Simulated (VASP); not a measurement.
# As in VASP: further runs

As is run at these levels: PBE; tasks: single point.

All numbers are computed with VASP 6.6.1; they aren't measurements. Logs are shortened: lines on timing, memory, paths and dates and some standing lists are left out, and cuts for length are marked.

## Step 1: The cell of the first run

The structure is trigonal, space group R-3m (No. 166). The conventional cell has a = 3.816 Å, b = 3.816 Å, c = 10.457 Å, α = 90.00°, β = 90.00°, γ = 120.00°. Within 3.4 Å of As (site symmetry 3m) lie 6 As at 2.54 to 3.12 Å.

## Step 2: Single point, PBE (x and y stretched by +1.5 %, z held)

INCAR

```
PREC = Accurate
ENCUT = 520
EDIFF = 1E-7
ISMEAR = -1
SIGMA = 0.03
LREAL = F
LASPH = T
NELM = 80
ALGO = Normal
ISIF = 2
LWAVE = F
LCHARG = F
GGA = PE
NBANDS = 12
```

KPOINTS

```
Automatic mesh
0
Gamma
  11 11 11
```

POSCAR

```
As
1.0
    1.9079456994      1.1015529631      3.4857700000
   -1.9079456994      1.1015529631      3.4857700000
    0.0000000000     -2.2031059263      3.4857700000
As
2
Direct
    0.2275400000      0.2275400000      0.2275400000
    0.7724600000      0.7724600000      0.7724600000
```

Potentials or basis: VASP PAW PBE potentials, release 64 (As).

Started as:

```bash
> cat potpaw_PBE.64/As/POTCAR > POTCAR
> mpirun -np 1 vasp_std > vasp.out
```

OUTCAR:

```text
PREC = Accurate
   ENCUT = 520
   EDIFF = 1E-7
   ISMEAR = -1
   LREAL = F
   LASPH = T
   NELM = 80
   ISIF = 2
   GGA = PE

 ion  position               nearest neighbor table
   1  0.228  0.228  0.228-   2 2.54   2 2.54   2 2.54
   2  0.772  0.772  0.772-   1 2.54   1 2.54   1 2.54

  LATTYP: Found a trigonal (rhomboedric) cell.
 ALAT       =     4.1236231903
 COS(alpha) =     0.5718419934

  Lattice vectors:

 A1 = (   1.9079456994,   1.1015529631,   3.4857700000)
 A2 = (  -1.9079456994,   1.1015529631,   3.4857700000)
 A3 = (   0.0000000000,  -2.2031059263,   3.4857700000)

Analysis of symmetry for initial positions (statically):
=====================================================================
 Subroutine PRICEL returns:
 Original cell was already a primitive cell.

 Routine SETGRP: Setting up the symmetry group for a
 trigonal (rhombohedral) supercell.

 Subroutine GETGRP returns: Found 12 space group operations
 (whereof 12 operations were pure point group operations)
 out of a pool of 12 trial point group operations.

The static configuration has the point symmetry D_3d.

Analysis of symmetry for dynamics (positions and initial velocities):
=====================================================================
 Subroutine PRICEL returns:
 Original cell was already a primitive cell.

 Routine SETGRP: Setting up the symmetry group for a
 trigonal (rhombohedral) supercell.

 Subroutine GETGRP returns: Found 12 space group operations
 (whereof 12 operations were pure point group operations)
 out of a pool of 12 trial point group operations.

The dynamic configuration has the point symmetry D_3d.

 Subroutine INISYM returns: Found 12 space group operations
 (whereof 12 operations are pure point group operations),
 and found     1 'primitive' translations

----------------------------------------------------------------------------------------

                                     Primitive cell

  volume of cell :      43.9563

  direct lattice vectors                    reciprocal lattice vectors
     1.907945699  1.101552963  3.485770000     0.262061965  0.151301546  0.095626887
    -1.907945699  1.101552963  3.485770000    -0.262061965  0.151301546  0.095626887
     0.000000000 -2.203105926  3.485770000     0.000000000 -0.302603093  0.095626887

  length of vectors
     4.123623190  4.123623190  4.123623190     0.317353325  0.317353325  0.317353325
[... 88 lines left out ...]
   ISYM   =      2    0-nonsym 1-usesym 2-fastsym
   POTIM  = 0.5000    time-step for ionic-motion
   TEBEG  =    0.0;   TEEND  =   0.0 temperature during run
   PSTRESS=    0.0 pullay stress
   NELECT =      10.0000    total number of electrons
   NUPDOWN=      -1.0000    fix difference up-down
   EMIN   =  10.00;   EMAX   =-10.00  energy-range for DOS
   EFERMI =   0.00;   METHOD = LEGACY
   ISMEAR =    -1;   SIGMA  =   0.03  broadening in eV -4-tet -1-fermi 0-gaus
   EFERMI_NEDOS =   21; number of points for ismear=-14 and -15
   IALGO  =     38    algorithm
   IMIX   =      4    mixing-type and parameters
     AMIX     =   0.40;   BMIX     =  1.00
     AMIX_MAG =   1.60;   BMIX_MAG =  1.00
  volume/ion in A,a.u.               =      21.98       148.32
  Fermi-wavevector in a.u.,A,eV,Ry     =   0.999389  1.888571 13.589193  0.998777
  Thomas-Fermi vector in A             =   2.131675
   LORBIT       =      0    0 simple, 1 ext, 2 COOP (PROOUT), +10 PAW based schemes
   GGA     = PE    functional components
   LHFCALC =     F    Hartree Fock is set to
   AEXX    =    0.0000 exact exchange contribution
   IVDW    =     0    specifies the selected vdW correction
   LEPSILON=     F    determine dielectric tensor
   LRPA    =     F    only Hartree local field effects (RPA)
 non-spin polarized calculation
  energy-cutoff  :      520.00
  volume of cell :       43.96
 maximum number of plane-waves:      1197
   NGX = 15   NGY = 15   NGZ = 15

 number of electron      10.0000000 magnetization

 number of electron       9.9999999 magnetization

 Free energy of the ion-electron system (eV)
  ---------------------------------------------------
  ext. energy  EPLUGINS =         0.00000000
  ---------------------------------------------------
  free energy    TOTEN  =        -9.34169562 eV

  energy without entropy =       -9.34158801  energy(sigma->0) =       -9.34164181

 E-fermi :   5.2332     XC(G=0):  -9.8884

 val. band max:        5.1187845575   @ k =   0.4545   0.0000  -0.0000
 cond. band min:       5.3328081401   @ k =   0.4545   0.0909   0.0909
 fundamental gap:      0.2140235827
 Fermi energy:         5.2332133288

 k-point     1 :       0.0000    0.0000    0.0000
  band No.  band energies     occupation
      1      -9.5820      2.00000
      2      -0.6488      2.00000
      3       2.8998      2.00000
      4       3.2111      2.00000
      5       3.2111      2.00000
      6       6.9758      0.00000
      7       8.1382      0.00000
      8       8.1382      0.00000
      9      11.9499      0.00000
     10      11.9499      0.00000
     11      12.3940      0.00000
     12      13.8631      0.00000
[... 331 lines left out ...]
 k-point    24 :      -0.1818    0.1818    0.0000
  band No.  band energies     occupation
      1      -8.4200      2.00000
      2      -3.3574      2.00000
      3       1.3471      2.00000
      4       3.4676      2.00000
      5       3.6238      2.00000
      6       5.9769      0.00000
      7       6.4698      0.00000
      8       8.7750      0.00000
      9      10.5766      0.00000
     10      12.8221      0.00000
     11      15.0523      0.00000
     12      15.0909      0.00000

 [... further k-points ...]

------------------------ aborting loop because EDIFF is reached ----------------------------------------

  FORCE on cell =-STRESS in cart. coord.  units (eV):
  Direction    XX          YY          ZZ          XY          YZ          ZX
  --------------------------------------------------------------------------------------
  -------------------------------------------------------------------------------------
  Total        0.2945710      0.2945710      0.4082069      0.0000000     -0.0000000      0.0000000
  in kB       10.7369075     10.7369075     14.8788552      0.0000000     -0.0000000      0.0000000
  external PRESSURE =      12.1175567 kB  Pullay stress =       0.0000000 kB

 VOLUME and BASIS-vectors are now :
 -----------------------------------------------------------------------------
  energy-cutoff  :      520.00
  volume of cell :       43.96
      direct lattice vectors                 reciprocal lattice vectors
     1.907945699  1.101552963  3.485770000     0.262061965  0.151301546  0.095626887
    -1.907945699  1.101552963  3.485770000    -0.262061965  0.151301546  0.095626887
     0.000000000 -2.203105926  3.485770000     0.000000000 -0.302603093  0.095626887

 POSITION                                       TOTAL-FORCE (eV/Angst)
 -----------------------------------------------------------------------------------
      0.00000     -0.00000      2.37946         0.000000     -0.000000      0.124915
      0.00000     -0.00000      8.07785         0.000000      0.000000     -0.124915
 -----------------------------------------------------------------------------------
    total drift:                               -0.000000      0.000000     -0.000000

  FREE ENERGIE OF THE ION-ELECTRON SYSTEM (eV)
  ---------------------------------------------------
  free  energy   TOTEN  =        -9.3416956151 eV

  energy  without entropy=       -9.3415880143  energy(sigma->0) =       -9.34164181
```

Wall time 40 s (1 thread of AMD EPYC 9R14 (Zen 4), shared host); peak memory 0.18 GiB.

Results:

| Item | Value |
| --- | --- |
| Free energy | -9.3417 eV |
| Pressure | 1.2 GPa |
| Largest force | 0.125 eV/Å |
| Band gap on the k mesh | zero (bands 5 and 6 overlap by 0.27 eV) |

Forces on the atoms (eV/Å):
```
As   0.000  0.000  0.125
As   0.000  0.000 -0.125
```

Levels at points of the mesh, in eV from the Fermi level:
```
           k point  band 2  band 3  band 4  band 5  band 6  band 7  band 8  band 9
(0.00, 0.00, 0.00)   -5.88   -2.33   -2.02   -2.02    1.74    2.90    2.90    6.72
```

Caveat: the cell differs from its parent crystal (x and y stretched by +1.5 %, z held).

## Step 3: Single point, PBE (atom 2 (As) moved by [0.035355, 0.035355, 0.0] A)

INCAR

```
SYSTEM = As
ALGO     = Normal         ! electronic algorithm
EDIFF    = 1E-6           ! SCF threshold, eV
ENCUT    = 520            ! plane-wave cutoff, eV
GGA      = PE             ! functional
ISIF     = 2              ! what is computed and relaxed
ISMEAR   = -1             ! smearing method
LASPH    = .True.         ! aspherical terms in the spheres
LCHARG   = .False.        ! write CHGCAR
LREAL    = .False.        ! projectors in reciprocal space
LWAVE    = .False.        ! write WAVECAR
NBANDS   = 12             ! bands
NELM     = 60             ! most SCF steps
PREC     = Accurate       ! precision mode
SIGMA    = 0.03           ! smearing width, eV
```

KPOINTS

```
k-points
0
Gamma
  11 11 11
  0 0 0
```

POSCAR

```
As
1.0
    1.8797494575      1.0852738553      3.4857700000
   -1.8797494575      1.0852738553      3.4857700000
    0.0000000000     -2.1705477106      3.4857700000
As
2
Direct
    0.2275400000      0.2275400000      0.2275400000
    0.7872936840      0.7684853264      0.7616009897
```

Potentials or basis: VASP PAW PBE potentials, release 64 (As).

Started as:

```bash
> cat potpaw_PBE.64/As/POTCAR > POTCAR
> mpirun -np 1 vasp_std > vasp.out
```

OUTCAR:

```text
SYSTEM = As
   EDIFF = 1E-6
   ENCUT = 520
   GGA = PE
   ISIF = 2
   ISMEAR = -1
   LASPH = .True.
   LREAL = .False.
   NELM = 60
   PREC = Accurate

 ion  position               nearest neighbor table
   1  0.228  0.228  0.228-   2 2.49   2 2.51   2 2.56
   2  0.787  0.768  0.762-   1 2.49   1 2.51   1 2.56

  LATTYP: Found a trigonal (rhomboedric) cell.
 ALAT       =     4.1063207202
 COS(alpha) =     0.5808936906

  Lattice vectors:

 A1 = (   1.8797494575,   1.0852738553,   3.4857700000)
 A2 = (  -1.8797494575,   1.0852738553,   3.4857700000)
 A3 = (   0.0000000000,  -2.1705477106,   3.4857700000)

Analysis of symmetry for initial positions (statically):
=====================================================================
 Subroutine PRICEL returns:
 Original cell was already a primitive cell.

 Routine SETGRP: Setting up the symmetry group for a
 trigonal (rhombohedral) supercell.

 Subroutine GETGRP returns: Found  2 space group operations
 (whereof  1 operations were pure point group operations)
 out of a pool of 12 trial point group operations.

The static configuration has the point symmetry C_1 .
[... 176 lines left out ...]
      6       7.3081      0.00000
      7       8.3264      0.00000
      8       8.7149      0.00000
      9      12.2150      0.00000
     10      12.4838      0.00000
     11      12.7789      0.00000
     12      14.1944      0.00000
[... 331 lines left out ...]
 k-point    24 :       0.0909    0.0000    0.1818
  band No.  band energies     occupation
      1      -9.1491      2.00000
      2      -1.4292      2.00000
      3       2.4318      2.00000
      4       3.1684      2.00000
      5       4.3683      2.00000
      6       7.0312      0.00000
      7       7.9252      0.00000
      8       8.7585      0.00000
      9      11.0676      0.00000
     10      12.2145      0.00000
     11      13.1175      0.00000
     12      15.1798      0.00000

 [... further k-points ...]

------------------------ aborting loop because EDIFF is reached ----------------------------------------

  FORCE on cell =-STRESS in cart. coord.  units (eV):
  Direction    XX          YY          ZZ          XY          YZ          ZX
  --------------------------------------------------------------------------------------
  -------------------------------------------------------------------------------------
  Total        1.0866789      1.2420147      0.8249499     -0.0613075      0.2446769      0.2312839
  in kB       40.8058576     46.6388702     30.9776788     -2.3021552      9.1878583      8.6849391
  external PRESSURE =      39.4741355 kB  Pullay stress =       0.0000000 kB

 VOLUME and BASIS-vectors are now :
 -----------------------------------------------------------------------------
  energy-cutoff  :      520.00
  volume of cell :       42.67
      direct lattice vectors                 reciprocal lattice vectors
     1.879749457  1.085273855  3.485770000     0.265992895  0.153571070  0.095626887
    -1.879749457  1.085273855  3.485770000    -0.265992895  0.153571070  0.095626887
     0.000000000 -2.170547711  3.485770000     0.000000000 -0.307142139  0.095626887

 POSITION                                       TOTAL-FORCE (eV/Angst)
 -----------------------------------------------------------------------------------
      0.00000      0.00000      2.37946         0.166789      0.182710      0.302018
      0.03535      0.03536      8.07785        -0.166789     -0.182710     -0.302018
 -----------------------------------------------------------------------------------
    total drift:                                0.000000      0.000000      0.000000

  FREE ENERGIE OF THE ION-ELECTRON SYSTEM (eV)
  ---------------------------------------------------
  free  energy   TOTEN  =        -9.3142005866 eV

  energy  without entropy=       -9.3139274022  energy(sigma->0) =       -9.31406399
```

OSZICAR:

```text
N       E                     dE             d eps       ncg     rms          rms(c)
DAV:   1     0.293695974210E+02    0.29370E+02   -0.41917E+03 15984   0.694E+02
DAV:   2    -0.766754302548E+01   -0.37037E+02   -0.35314E+02 21384   0.111E+02
DAV:   3    -0.932171892195E+01   -0.16542E+01   -0.16472E+01 20140   0.240E+01
DAV:   4    -0.932984582742E+01   -0.81269E-02   -0.81263E-02 18024   0.191E+00
DAV:   5    -0.932986557915E+01   -0.19752E-04   -0.19752E-04 20088   0.103E-01    0.338E+00
DAV:   6    -0.931928955198E+01    0.10576E-01   -0.54416E-03 18024   0.451E-01    0.203E+00
DAV:   7    -0.931402520390E+01    0.52643E-02   -0.12206E-02 18436   0.694E-01    0.864E-02
DAV:   8    -0.931415293396E+01   -0.12773E-03   -0.40977E-04 19204   0.121E-01    0.323E-02
DAV:   9    -0.931420071166E+01   -0.47778E-04   -0.61753E-05 19040   0.497E-02    0.124E-02
DAV:  10    -0.931420058657E+01    0.12509E-06   -0.40456E-06 19036   0.113E-02
   1 F= -.93142006E+01 E0= -.93140640E+01  d E =-.273184E-03
```

Wall time 2.9 min (1 thread of AMD EPYC 9R14 (Zen 4), shared host); peak memory 0.37 GiB.

What came out:

```
Free energy            : -9.3142 eV
Pressure               : 3.9 GPa
Largest force          : 0.390 eV/Å
Band gap on the k mesh : zero (bands 5 and 6 overlap by 0.41 eV)
```

Forces on the atoms (eV/Å):
```
As   0.167  0.183  0.302
As  -0.167 -0.183 -0.302
```

Caveat: the cell differs from its parent crystal (atom 2 (As) moved by [0.035355, 0.035355, 0.0] A); the cell stands under pressure.

The gap in the log of VASP goes by the Fermi energy; the results here count the filled bands.